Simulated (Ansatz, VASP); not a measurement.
## Ba in VASP and in Ansatz

```
Ba
1.0
     7.93701    0.00000    0.00000
     0.00000    7.93701    0.00000
     0.00000    0.00000    7.93701
Ba
8
Direct
  0.00000 0.00000 0.00000
  0.50000 0.50000 0.50000
  0.25000 0.00000 0.50000
  0.75000 0.00000 0.50000
  0.50000 0.25000 0.00000
  0.50000 0.75000 0.00000
  0.00000 0.50000 0.25000
  0.00000 0.50000 0.75000
```

Alike in both runs: task relaxation of cell and atoms; functional RPBE; k mesh 4 × 4 × 4; occupations fermi-dirac, width 0.1 eV; no spin polarisation.

|  | VASP | Ansatz |
| --- | --- | --- |
| version | VASP 6.6.1 | Ansatz 0.2.0 |
| potentials or method | VASP PAW PBE potentials, release 64 (Ba_sv), cutoff 600 eV | plane waves (420 eV) with PAW, scalar-relativistic |
| valence electrons in the cell | 80 | 80 |

```tsv
	VASP	Ansatz	Ansatz less VASP
relaxed volume (Å³/atom)	70.54	70.22	-0.321
relaxed length of the cell vector where the two differ most in proportion (Å)	8.264	8.251	-0.0126
```

VASP's potentials were made for PBE, not for RPBE.

Neither program's run includes spin-orbit coupling.
